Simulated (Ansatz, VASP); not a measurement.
**Two plane-wave programs on GaAs**

```
CELL_PARAMETERS angstrom
0.00000 2.83320 2.77654
2.83320 0.00000 2.77654
2.83320 2.83320 0.00000
ATOMIC_POSITIONS crystal
Ga 0.00000 0.00000 0.00000
As 0.75000 0.75000 0.75000
```

Change from the starting cell: strain -0.0200 x Voigt [0, 0, 1, 0, 0, 0], atoms carried along.

Alike in both runs: task single point; functional r2SCAN; k mesh 8 × 8 × 8; occupations gaussian, width 0.05 eV; no spin polarisation.

|  | VASP | Ansatz |
| --- | --- | --- |
| version | VASP 6.6.1 | Ansatz 0.2.0 |
| potentials or method | VASP PAW PBE potentials, release 64 (Ga_d, As), cutoff 520 eV | scalar-relativistic, plane waves, PAW |
| valence electrons in the cell | 18 | 28 |

```tsv
	VASP	Ansatz	Ansatz less VASP
gap on the k mesh at the Fermi level (eV)	1.02	1.04	+0.020
least direct gap on the mesh (eV)	1.02	1.04	+0.020
pressure (GPa)	1.7	1.5	-0.13
traceless stress, the component that is largest in VASP (GPa)	0.89	0.88	-0.011
```

VASP's potentials were made for PBE, not for r2SCAN. VASP's potentials hold 18 valence electrons a cell and Ansatz's 28, so a difference there can come from the potentials and not from the codes.
